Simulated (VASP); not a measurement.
# SrO (Fm-3m) in VASP: a series of runs, part 2 of 3

VASP 6.6.1. Earlier steps stand in the parts before.

## (3) Electric field gradients, PBEsol (volume scaled by 0.94)

INCAR reads:

```
SYSTEM = SrO
PREC     = Accurate       ! precision mode
ENCUT    = 520            ! plane-wave cutoff, eV
EDIFF    = 1E-8           ! SCF threshold, eV
ISMEAR   = -1             ! smearing method
SIGMA    = 0.03           ! smearing width, eV
LREAL    = .False.        ! projectors in reciprocal space
LASPH    = .True.         ! aspherical terms in the spheres
NELM     = 60             ! most SCF steps
ALGO     = Normal         ! electronic algorithm
ISIF     = 2              ! what is computed and relaxed
LWAVE    = .False.        ! write WAVECAR
LCHARG   = .False.        ! write CHGCAR
GGA      = PS             ! functional
LEFG     = .True.       
NBANDS   = 15             ! bands
```

KPOINTS reads:

```
regular mesh
0
Gamma
  8 8 8
  0 0 0
```

POSCAR reads:

```
SrO
1.0
    0.0000000000      2.5173403822      2.5173403822
    2.5173403822      0.0000000000      2.5173403822
    2.5173403822      2.5173403822      0.0000000000
Sr O
1 1
Direct
    0.0000000000      0.0000000000      0.0000000000
    0.5000000000      0.5000000000      0.5000000000
```

Potentials or basis: VASP PAW PBE potentials, release 64 (Sr_sv, O).

Started as:

```
$ cat potpaw_PBE.64/Sr_sv/POTCAR potpaw_PBE.64/O/POTCAR > POTCAR
$ mpirun -np 1 vasp_std > vasp.out
```

OUTCAR:

```text
SYSTEM = SrO
   PREC = Accurate
   ENCUT = 520
   EDIFF = 1E-8
   ISMEAR = -1
   LREAL = .False.
   LASPH = .True.
   NELM = 60
   ISIF = 2
   GGA = PS

 ion  position               nearest neighbor table
   1  0.000  0.000  0.000-   2 2.52   2 2.52   2 2.52   2 2.52   2 2.52   2 2.52
   2  0.500  0.500  0.500-   1 2.52   1 2.52   1 2.52   1 2.52   1 2.52   1 2.52

  LATTYP: Found a face centered cubic cell.
 ALAT       =     5.0346807644

  Lattice vectors:

 A1 = (   0.0000000000,   2.5173403822,   2.5173403822)
 A2 = (   2.5173403822,   0.0000000000,   2.5173403822)
 A3 = (   2.5173403822,   2.5173403822,   0.0000000000)

Analysis of symmetry for initial positions (statically):
=====================================================================
 Subroutine PRICEL returns:
 Original cell was already a primitive cell.

 Routine SETGRP: Setting up the symmetry group for a
 face centered cubic supercell.

[... 621 lines left out ...]
      direct lattice vectors                 reciprocal lattice vectors
     0.000000000  2.517340382  2.517340382    -0.198622325  0.198622325  0.198622325
     2.517340382  0.000000000  2.517340382     0.198622325 -0.198622325  0.198622325
     2.517340382  2.517340382  0.000000000     0.198622325  0.198622325 -0.198622325

 POSITION                                       TOTAL-FORCE (eV/Angst)
 -----------------------------------------------------------------------------------
      0.00000      0.00000      0.00000        -0.000000     -0.000000     -0.000000
      2.51734      2.51734      2.51734         0.000000      0.000000      0.000000
 -----------------------------------------------------------------------------------
    total drift:                                0.000000      0.000000      0.000000

  FREE ENERGIE OF THE ION-ELECTRON SYSTEM (eV)
  ---------------------------------------------------
  free  energy   TOTEN  =       -12.6026188055 eV

  energy  without entropy=      -12.6026188055  energy(sigma->0) =      -12.60261881

 Electric field gradients (V/A^2)
---------------------------------------------------------------------
 ion       V_xx      V_yy      V_zz      V_xy      V_xz      V_yz
---------------------------------------------------------------------
   1       0.000    -0.000     0.000     0.000     0.000     0.000
   2      -0.000     0.000    -0.000    -0.002    -0.002    -0.002
---------------------------------------------------------------------

 Electric field gradients after diagonalization (V/A^2)
 (convention: |V_zz| > |V_xx| > |V_yy|)
----------------------------------------------------------------------
 ion       V_xx      V_yy      V_zz     asymmetry (V_yy - V_xx)/ V_zz
----------------------------------------------------------------------
   1      -0.000    -0.000     0.000       0.000
   2       0.002     0.002    -0.004       0.000
----------------------------------------------------------------------

           NMR quadrupolar parameters

 Cq : quadrupolar parameter    Cq=e*Q*V_zz/h
 eta: asymmetry parameters     (V_yy - V_xx)/ V_zz
 Q  : nuclear electric quadrupole moment in mb (millibarn)
----------------------------------------------------------------------
 ion       Cq(MHz)       eta       Q (mb)
----------------------------------------------------------------------
   1       0.000       0.000       1.000
   2      -0.000       0.000       1.000
----------------------------------------------------------------------
```

stdout:

```text
POSCAR found type information on POSCAR SrO
 POSCAR found :  2 types and       2 ions
 scaLAPACK will be used
 -----------------------------------------------------------------------------
|                                                                             |
|                                                                             |
|     You enforced a specific xc type in the INCAR file but a different       |
|     I HOPE YOU KNOW WHAT YOU ARE DOING!                                     |
|                                                                             |
 -----------------------------------------------------------------------------

 LDA part: xc-table for (Slater+PW92), standard interpolation
 POSCAR, INCAR and KPOINTS ok, starting setup
 FFT: planning ... GRIDC
 FFT: planning ... GRID_SOFT
 FFT: planning ... GRID
 WAVECAR not read
 entering main loop
ion   1

ion   2
```

Run time: 16 s. Hardware: 1 thread of Intel Xeon Platinum 8375C at 2.90GHz (Ice Lake), shared host; peak memory 0.16 GiB.

Results:

| Property | Result |
| --- | --- |
| Free energy | -12.6026 eV |
| Pressure | 6.3 GPa |
| Band gap on the k mesh | 3.10 eV, indirect (least direct gap 3.14 eV) |

Caveat: without QUAD_EFG the Cq values of the log hold for a quadrupole moment of 1 mb, not for the nuclei; the PAW data sets were made with another functional, which shifts forces and pressure a little. A k mesh can miss the band edges.

## (4) Electric field gradients, PBEsol (volume scaled by 0.94)

INCAR reads:

```
  ALGO = Normal
  EDIFF = 1E-8
  ENCUT = 520
  GGA = PS
  ISIF = 2
  ISMEAR = -1
  LASPH = True
  LCHARG = False
  LEFG = True
  LREAL = False
  LWAVE = False
  NBANDS = 15
  NELM = 100
  PREC = Accurate
  SIGMA = 0.03
```

KPOINTS reads:

```
k-points
0
Gamma
  8 8 8
```

POSCAR is that of step 3.

Potentials or basis: VASP PAW PBE potentials, release 64 (Sr_sv, O).

Started as:

```
$ cat potpaw_PBE.64/Sr_sv/POTCAR potpaw_PBE.64/O/POTCAR > POTCAR
$ mpirun -np 1 vasp_std > vasp.out
```

OUTCAR:

```text
EDIFF = 1E-8
   ENCUT = 520
   GGA = PS
   ISIF = 2
   ISMEAR = -1
   LASPH = True
   LREAL = False
   NELM = 100
   PREC = Accurate

 ion  position               nearest neighbor table
   1  0.000  0.000  0.000-   2 2.52   2 2.52   2 2.52   2 2.52   2 2.52   2 2.52
   2  0.500  0.500  0.500-   1 2.52   1 2.52   1 2.52   1 2.52   1 2.52   1 2.52

  LATTYP: Found a face centered cubic cell.
 ALAT       =     5.0346807644

  Lattice vectors:

 A1 = (   0.0000000000,   2.5173403822,   2.5173403822)
 A2 = (   2.5173403822,   0.0000000000,   2.5173403822)
 A3 = (   2.5173403822,   2.5173403822,   0.0000000000)

Analysis of symmetry for initial positions (statically):
=====================================================================
 Subroutine PRICEL returns:
 Original cell was already a primitive cell.

 Routine SETGRP: Setting up the symmetry group for a
 face centered cubic supercell.

[... 621 lines left out ...]
      direct lattice vectors                 reciprocal lattice vectors
     0.000000000  2.517340382  2.517340382    -0.198622325  0.198622325  0.198622325
     2.517340382  0.000000000  2.517340382     0.198622325 -0.198622325  0.198622325
     2.517340382  2.517340382  0.000000000     0.198622325  0.198622325 -0.198622325

 POSITION                                       TOTAL-FORCE (eV/Angst)
 -----------------------------------------------------------------------------------
      0.00000      0.00000      0.00000        -0.000000     -0.000000     -0.000000
      2.51734      2.51734      2.51734         0.000000      0.000000      0.000000
 -----------------------------------------------------------------------------------
    total drift:                                0.000000      0.000000      0.000000

  FREE ENERGIE OF THE ION-ELECTRON SYSTEM (eV)
  ---------------------------------------------------
  free  energy   TOTEN  =       -12.6026188055 eV

  energy  without entropy=      -12.6026188055  energy(sigma->0) =      -12.60261881

 Electric field gradients (V/A^2)
---------------------------------------------------------------------
 ion       V_xx      V_yy      V_zz      V_xy      V_xz      V_yz
---------------------------------------------------------------------
   1       0.000    -0.000     0.000     0.000     0.000     0.000
   2      -0.000     0.000    -0.000    -0.002    -0.002    -0.002
---------------------------------------------------------------------

 Electric field gradients after diagonalization (V/A^2)
 (convention: |V_zz| > |V_xx| > |V_yy|)
----------------------------------------------------------------------
 ion       V_xx      V_yy      V_zz     asymmetry (V_yy - V_xx)/ V_zz
----------------------------------------------------------------------
   1      -0.000    -0.000     0.000       0.000
   2       0.002     0.002    -0.004       0.000
----------------------------------------------------------------------

           NMR quadrupolar parameters

 Cq : quadrupolar parameter    Cq=e*Q*V_zz/h
 eta: asymmetry parameters     (V_yy - V_xx)/ V_zz
 Q  : nuclear electric quadrupole moment in mb (millibarn)
----------------------------------------------------------------------
 ion       Cq(MHz)       eta       Q (mb)
----------------------------------------------------------------------
   1       0.000       0.000       1.000
   2      -0.000       0.000       1.000
----------------------------------------------------------------------
```

stdout:

```text
POSCAR found type information on POSCAR SrO
 POSCAR found :  2 types and       2 ions
 scaLAPACK will be used
 -----------------------------------------------------------------------------
|                                                                             |
|                                                                             |
|     You enforced a specific xc type in the INCAR file but a different       |
|     I HOPE YOU KNOW WHAT YOU ARE DOING!                                     |
|                                                                             |
 -----------------------------------------------------------------------------

 LDA part: xc-table for (Slater+PW92), standard interpolation
 POSCAR, INCAR and KPOINTS ok, starting setup
 FFT: planning ... GRIDC
 FFT: planning ... GRID_SOFT
 FFT: planning ... GRID
 WAVECAR not read
 entering main loop
ion   1

ion   2
```

It took 18 s on 1 thread of Intel Xeon Platinum 8375C at 2.90GHz (Ice Lake), shared host; peak memory 0.16 GiB.

What came out:

```
Free energy            : -12.6026 eV
Pressure               : 6.3 GPa
Band gap on the k mesh : 3.10 eV, indirect (least direct gap 3.14 eV)
```

Caveat: without QUAD_EFG the Cq values of the log hold for a quadrupole moment of 1 mb, not for the nuclei; the PAW data sets were made with another functional, which shifts forces and pressure a little. A k mesh can miss the band edges.

## (5) Electric field gradients, PBEsol (volume scaled by 0.98)

INCAR reads:

```
SYSTEM = SrO
PREC = Accurate
ENCUT = 520
EDIFF = 1E-8
ISMEAR = -1
SIGMA = 0.03
LREAL = .FALSE.
LASPH = .TRUE.
NELM = 60
ALGO = Normal
ISIF = 2
LWAVE = .FALSE.
LCHARG = .FALSE.
GGA = PS
LEFG = .TRUE.
NBANDS = 15
```

KPOINTS reads:

```
regular mesh
0
G
  8 8 8
  0 0 0
```

POSCAR reads:

```
SrO
1.0
    0.0000000000      2.5525525005      2.5525525005
    2.5525525005      0.0000000000      2.5525525005
    2.5525525005      2.5525525005      0.0000000000
Sr O
1 1
Direct
    0.0000000000      0.0000000000      0.0000000000
    0.5000000000      0.5000000000      0.5000000000
```

Potentials or basis: VASP PAW PBE potentials, release 64 (Sr_sv, O).

Started as:

```
$ cat potpaw_PBE.64/Sr_sv/POTCAR potpaw_PBE.64/O/POTCAR > POTCAR
$ mpirun -np 1 vasp_std > vasp.out
```

OUTCAR:

```text
SYSTEM = SrO
   PREC = Accurate
   ENCUT = 520
   EDIFF = 1E-8
   ISMEAR = -1
   LREAL = .FALSE.
   LASPH = .TRUE.
   NELM = 60
   ISIF = 2
   GGA = PS

 ion  position               nearest neighbor table
   1  0.000  0.000  0.000-   2 2.55   2 2.55   2 2.55   2 2.55   2 2.55   2 2.55
   2  0.500  0.500  0.500-   1 2.55   1 2.55   1 2.55   1 2.55   1 2.55   1 2.55

  LATTYP: Found a face centered cubic cell.
 ALAT       =     5.1051050010

  Lattice vectors:

 A1 = (   0.0000000000,   2.5525525005,   2.5525525005)
 A2 = (   2.5525525005,   0.0000000000,   2.5525525005)
 A3 = (   2.5525525005,   2.5525525005,   0.0000000000)

Analysis of symmetry for initial positions (statically):
=====================================================================
 Subroutine PRICEL returns:
 Original cell was already a primitive cell.

 Routine SETGRP: Setting up the symmetry group for a
 face centered cubic supercell.

 Subroutine GETGRP returns: Found 48 space group operations
 (whereof 48 operations were pure point group operations)
 out of a pool of 48 trial point group operations.

The static configuration has the point symmetry O_h .

Analysis of symmetry for dynamics (positions and initial velocities):
=====================================================================
 Subroutine PRICEL returns:
 Original cell was already a primitive cell.

 Routine SETGRP: Setting up the symmetry group for a
 face centered cubic supercell.

 Subroutine GETGRP returns: Found 48 space group operations
 (whereof 48 operations were pure point group operations)
 out of a pool of 48 trial point group operations.

[... 576 lines left out ...]
      7       0.6951      2.00000
      8       0.7843      2.00000
      9       7.9653      0.00000
     10       8.3209      0.00000
     11      11.0500      0.00000
     12      11.2262      0.00000
     13      13.4184      0.00000
     14      14.7023      0.00000
     15      15.0948      0.00000

 [... further k-points ...]

------------------------ aborting loop because EDIFF is reached ----------------------------------------

  FORCE on cell =-STRESS in cart. coord.  units (eV):
  Direction    XX          YY          ZZ          XY          YZ          ZX
  --------------------------------------------------------------------------------------
  -------------------------------------------------------------------------------------
  Total        0.3413535      0.3413535      0.3413535     -0.0000000      0.0000000      0.0000000
  in kB       16.4422356     16.4422356     16.4422356     -0.0000000      0.0000000      0.0000000
  external PRESSURE =      16.4422356 kB  Pullay stress =       0.0000000 kB

 VOLUME and BASIS-vectors are now :
 -----------------------------------------------------------------------------
  energy-cutoff  :      520.00
  volume of cell :       33.26
      direct lattice vectors                 reciprocal lattice vectors
     0.000000000  2.552552501  2.552552501    -0.195882357  0.195882357  0.195882357
     2.552552501  0.000000000  2.552552501     0.195882357 -0.195882357  0.195882357
     2.552552501  2.552552501  0.000000000     0.195882357  0.195882357 -0.195882357

 POSITION                                       TOTAL-FORCE (eV/Angst)
 -----------------------------------------------------------------------------------
      0.00000      0.00000      0.00000        -0.000000     -0.000000      0.000000
      2.55255      2.55255      2.55255         0.000000      0.000000     -0.000000
 -----------------------------------------------------------------------------------
    total drift:                                0.000000      0.000000      0.000000

  FREE ENERGIE OF THE ION-ELECTRON SYSTEM (eV)
  ---------------------------------------------------
  free  energy   TOTEN  =       -12.6364551560 eV

  energy  without entropy=      -12.6364551560  energy(sigma->0) =      -12.63645516

 Electric field gradients (V/A^2)
---------------------------------------------------------------------
 ion       V_xx      V_yy      V_zz      V_xy      V_xz      V_yz
---------------------------------------------------------------------
   1       0.000     0.000    -0.000     0.000     0.000     0.000
   2      -0.000    -0.000    -0.000    -0.001    -0.001    -0.001
---------------------------------------------------------------------

 Electric field gradients after diagonalization (V/A^2)
 (convention: |V_zz| > |V_xx| > |V_yy|)
----------------------------------------------------------------------
 ion       V_xx      V_yy      V_zz     asymmetry (V_yy - V_xx)/ V_zz
----------------------------------------------------------------------
   1      -0.000    -0.000     0.000       0.000
   2       0.001     0.001    -0.003       0.000
----------------------------------------------------------------------

           NMR quadrupolar parameters

 Cq : quadrupolar parameter    Cq=e*Q*V_zz/h
 eta: asymmetry parameters     (V_yy - V_xx)/ V_zz
 Q  : nuclear electric quadrupole moment in mb (millibarn)
----------------------------------------------------------------------
 ion       Cq(MHz)       eta       Q (mb)
----------------------------------------------------------------------
   1       0.000       0.000       1.000
   2      -0.000       0.000       1.000
----------------------------------------------------------------------
```

Run time: 14 s. Hardware: 1 thread of Intel Xeon Platinum 8375C at 2.90GHz (Ice Lake), shared host; peak memory 0.16 GiB.

What came out:

```
Free energy            : -12.6365 eV
Pressure               : 1.6 GPa
Band gap on the k mesh : 3.14 eV, indirect (least direct gap 3.21 eV)
```

Caveat: without QUAD_EFG the Cq values of the log hold for a quadrupole moment of 1 mb, not for the nuclei; the PAW data sets were made with another functional, which shifts forces and pressure a little.

(Part 2 of 3 ends here.)
